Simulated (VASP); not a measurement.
MgO: single point with PBE

The system is MgO.

```
Mg O
1.0
     3.38990    0.00000    0.00000
    -1.69495    2.93574    0.00000
     0.00000    0.00000   11.07460
Mg O
4 4
Cartesian
  0.0000 1.9572 10.7367
  0.0000 0.0000 2.4455
  0.0000 0.0000 7.9828
  1.6950 0.9786 5.1994
  0.0000 1.9572 8.6387
  0.0000 0.0000 5.8656
  0.0000 0.0000 0.3283
  1.6950 0.9786 3.1014
```

- Program: VASP 6.6.1
- Task: single point
- Functional: PBE
- Potentials or basis: VASP PAW PBE potentials, release 64 (Mg, O)
- Cutoff: 520 eV
- k mesh: 9 × 9 × 2
- Occupations: gaussian, width 0.05 eV
- Spin: no spin polarisation
- Dipole correction: no
- Further INCAR settings: ALGO = Normal; EDIFF = 1e-06; NBANDS = 26

| Quantity | Value |
| --- | --- |
| Pressure | -10.9 GPa |
| Largest force | 0.106 eV/Å |
| Band gap on the k mesh | 2.87 eV, direct |

Forces on the atoms (eV/Å):
```
Mg   0.000  0.000 -0.092
Mg   0.000  0.000 -0.078
Mg   0.000  0.000 -0.078
Mg   0.000  0.000 -0.092
O    0.000  0.000  0.106
O    0.000  0.000  0.064
O    0.000  0.000  0.064
O    0.000  0.000  0.106
```

Stress tensor (GPa, compression positive):
```
-10.17   0.00   0.00
  0.00 -10.17   0.00
  0.00   0.00 -12.48
```

Levels at points of the mesh, in eV from the valence-band top:
```
           k point  band 13  band 14  band 15  band 16  band 17  band 18  band 19  band 20
(0.00, 0.00, 0.00)    -0.14    -0.05    -0.05     0.00     2.87     5.08     5.17     7.70
(0.00, 0.00, 0.50)    -0.08    -0.08    -0.08    -0.08     3.66     3.66     6.62     6.62
```

Wall time 62 s on 1 thread of Intel(R) Xeon(R) 6975P-C (Granite Rapids) (shared host), peak memory 0.25 GiB.
